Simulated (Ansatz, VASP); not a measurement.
**One calculation of GaSb, two programs**

INCAR

```
SYSTEM = GaSb
PREC = Accurate
ENCUT = 520
EDIFF = 1E-6
ISMEAR = 0
SIGMA = 0.15
LREAL = .False.
LASPH = .True.
NELM = 100
ALGO = Normal
ISIF = 2
LWAVE = .False.
LCHARG = .False.
GGA = PE
NBANDS = 16
```

Contents of KPOINTS:

```
regular mesh
0
Gamma
  16 16 16
  0 0 0
```

File POSCAR:

```
GaSb
1.0
    0.0000000000      3.1069206316      3.1069206316
    3.1845936474      0.0000000000      3.1069206316
    3.1845936474      3.1069206316      0.0000000000
Ga Sb
1 1
Direct
    0.0000000000      0.0000000000      0.0000000000
    0.7500000000      0.7500000000      0.7500000000
```

Input for Ansatz:

```yaml
crystal:
  lattice:
    - [0.0, 3.1069206316, 3.1069206316]
    - [3.1845936474, 0.0, 3.1069206316]
    - [3.1845936474, 3.1069206316, 0.0]
  atoms:
    - { symbol: Ga, position: [0.0, 0.0, 0.0] }
    - { symbol: Sb, position: [0.75, 0.75, 0.75] }
basis:
  ecutwfc: 420
kpoints:
  mp_grid: { grid: [16, 16, 16] }
hamiltonian:
  xc: pbe
scf:
  occupations: { method: gaussian, width: 0.15 }
output:
  forces: true
  stress: true
  eigenvalues: true
```

Change from the starting cell: strain +0.0250 x Voigt [1, 0, 0, 0, 0, 0], atoms carried along.

Alike in both runs: task single point; functional PBE; k mesh 16 × 16 × 16; occupations gaussian, width 0.15 eV; no spin polarisation.

|  | VASP | Ansatz |
| --- | --- | --- |
| version | VASP 6.6.1 | Ansatz 0.2.0 |
| potentials or method | VASP PAW PBE potentials, release 64 (Ga_d, Sb), cutoff 520 eV | scalar-relativistic, plane waves, PAW |
| valence electrons in the cell | 18 | 28 |

```csv
,VASP,Ansatz,Ansatz less VASP
gap on the k mesh at the Fermi level (eV),none,none,-
pressure (GPa),-1.0,-1.0,-0.07
"traceless stress, the component that is largest in VASP (GPa)",-0.70,-0.70,-0.002
```

A gap of «none» marks a metal or a gap that the smearing closes. VASP's potentials hold 18 valence electrons a cell and Ansatz's 28, so a difference there can come from the potentials and not from the codes.

Spin-orbit coupling is off throughout.
